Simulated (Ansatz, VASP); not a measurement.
**PtS2: VASP beside Ansatz**

Contents of INCAR:

```
PREC     = Accurate       # precision mode
ENCUT    = 500            # plane-wave cutoff, eV
EDIFF    = 1E-6           # SCF threshold, eV
ISMEAR   = -1             # smearing method
SIGMA    = 0.02           # smearing width, eV
LREAL    = False          # projectors in reciprocal space
LASPH    = True           # aspherical terms in the spheres
NELM     = 120            # most SCF steps
ALGO     = Normal         # electronic algorithm
ISIF     = 2              # what is computed and relaxed
LWAVE    = False          # write WAVECAR
LCHARG   = True           # write CHGCAR
GGA      = PE             # functional
LELF     = True           # ELF
LVHAR    = True         
NBANDS   = 18             # bands
GGA_COMPAT= False
```

Contents of KPOINTS:

```
Automatic mesh
0
Gamma
  12 12 6
```

File POSCAR:

```
PtS2
1.0
    3.5526240046      0.0000000000      0.0000000000
   -1.7763120023      3.0766626381      0.0000000000
    0.0000000000      0.0000000000      5.1228330609
Pt S
1 2
Direct
    0.0000000000      0.0000000000      0.0000000000
    0.3333333333      0.6666666667      0.2392541205
    0.6666666667      0.3333333333      0.7607458795
```

Input for Ansatz:

```yaml
crystal:
  lattice:
    - [3.5526240046, 0.0, 0.0]
    - [-1.7763120023, 3.0766626381, 0.0]
    - [0.0, 0.0, 5.1228330609]
  atoms:
    - { symbol: Pt, position: [0.0, 0.0, 0.0] }
    - { symbol: S, position: [0.3333333333, 0.6666666667, 0.2392541205] }
    - { symbol: S, position: [0.6666666667, 0.3333333333, 0.7607458795] }
kpoints:
  mp_grid: { grid: [12, 12, 6] }
  band_path:
    path:
      - [[0.0, 0.0, 0.0], [0.5, -1.617816050851e-17, 1.196034256071e-17], [0.3333333333333, 0.3333333333333, 1.154586466732e-17], [0.0, 0.0, 0.0], [6.51500923532e-35, 1.411374456282e-35, 0.5], [0.5, -1.633535989833e-17, 0.5], [0.3333333333333, 0.3333333333333, 0.5], [6.51500923532e-35, 1.411374456282e-35, 0.5]]
      - [[0.5, -1.633535989833e-17, 0.5], [0.5, -1.617816050851e-17, 1.196034256071e-17]]
      - [[0.3333333333333, 0.3333333333333, 0.5], [0.3333333333333, 0.3333333333333, 1.154586466732e-17]]
    npoints: 10
hamiltonian:
  xc: pbe
scf:
  occupations: { method: fermi_dirac, width: 0.02 }
  n_extra_bands: 4
output:
  forces: true
  stress: true
  eigenvalues: true
```

Alike in both runs: task single point; functional PBE; k mesh 12 × 12 × 6; occupations fermi-dirac, width 0.02 eV; no spin polarisation.

|  | VASP | Ansatz |
| --- | --- | --- |
| version | VASP 6.6.1 | Ansatz 0.2.0 |
| potentials or method | VASP PAW PBE potentials, release 64 (Pt, S) | plane waves, PAW |
| plane-wave cutoff (eV) | 500 | 420 |
| valence electrons in the cell | 22 | 30 |

|  | VASP | Ansatz | Ansatz less VASP |
| --- | --- | --- | --- |
| pressure (GPa) | 3.2 | 3.6 | +0.46 |
| traceless stress, the component that is largest in VASP (GPa) | -0.88 | -1.02 | -0.138 |
| rms of the force components (eV/Å) | 0.012 | 0.031 | +0.0188 |

Atom by atom the forces differ by 0.019 eV/Å (rms over components). VASP's potentials hold 22 valence electrons a cell and Ansatz's 30, so a difference there can come from the potentials and not from the codes.

Spin-orbit coupling is off throughout.
